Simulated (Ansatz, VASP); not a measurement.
Zn3SeS2 in VASP and in Ansatz

```xyz
6
Lattice="3.9173 0.0000 0.0000 -1.9586 3.3925 0.0000 0.0000 0.0000 9.5996" Properties=species:S:1:pos:R:3 pbc="T T T"
Zn    0.0000    0.0000    0.0921
Zn    1.9586    1.1308    3.2013
Zn    0.0000    2.2616    6.3022
Se    0.0000    0.0000    7.2135
S     1.9586    1.1308    0.8392
S     0.0000    2.2616    3.9508
```

Alike in both runs: functional PBE; k mesh 12 × 12 × 4; occupations gaussian, width 0.02 eV; no spin polarisation.

Ansatz relaxed the structure, and its values are those at the end. VASP's run is a single point on that final structure, the one shown.

|  | VASP | Ansatz |
| --- | --- | --- |
| version | VASP 6.6.1 | Ansatz 0.2.0 |
| potentials or method | VASP PAW PBE potentials, release 64 (Zn, Se, S), cutoff 520 eV | scalar-relativistic, plane waves, PAW |
| valence electrons in the cell | 54 | 64 |

|  | VASP | Ansatz | Ansatz less VASP |
| --- | --- | --- | --- |
| gap on the k mesh at the Fermi level (eV) | 1.43 | 1.43 | 0.000 |
| least direct gap on the mesh (eV) | 1.43 | 1.43 | 0.000 |
| pressure (GPa) | 0.2 | 0.0 | -0.18 |
| rms of the force components (eV/Å) | 0.003 | 0.002 | -0.0009 |

The functional is the same, so the differences come from potentials, cutoffs and numerics. VASP's potentials hold 54 valence electrons a cell and Ansatz's 64, so a difference there can come from the potentials and not from the codes.
